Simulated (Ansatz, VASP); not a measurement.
One calculation of Rh, two programs

```
Rh
1.0
     2.68920    0.00000    0.00000
     0.00000    2.68920    0.00000
     0.00000    0.00000   26.50775
Rh
6
Direct
  0.50000 0.50000 0.32066
  0.00000 0.00000 0.39240
  0.50000 0.50000 0.46413
  0.00000 0.00000 0.53723
  0.50000 0.50000 0.60983
  0.00000 0.00000 0.67945
```

Alike in both runs: task single point; functional PBE; k mesh 18 × 18 × 1; occupations gaussian, width 0.1 eV; no spin polarisation.

```csv
,VASP,Ansatz
version,VASP 6.6.1,Ansatz 0.2.0
potentials or method,"VASP PAW PBE potentials, release 64 (Rh_pv), cutoff 400 eV","scalar-relativistic, plane waves, PAW"
valence electrons in the cell,90,102
```

|  | VASP | Ansatz | Ansatz less VASP |
| --- | --- | --- | --- |
| gap on the k mesh at the Fermi level (eV) | none | none | - |
| rms of the force components (eV/Å) | 0.146 | 0.146 | +0.0001 |
| work function, face that differs most (eV) | 5.08 | 5.08 | +0.001 |

Atom by atom the forces differ by 0.002 eV/Å (rms over components). A gap of «none» marks a metal or a gap that the smearing closes. The functional is the same, so the differences come from potentials, cutoffs and numerics. VASP's potentials hold 90 valence electrons a cell and Ansatz's 102, so a difference there can come from the potentials and not from the codes. Ansatz's warnings: published levels not confirmed, xc potential rough in thin density.
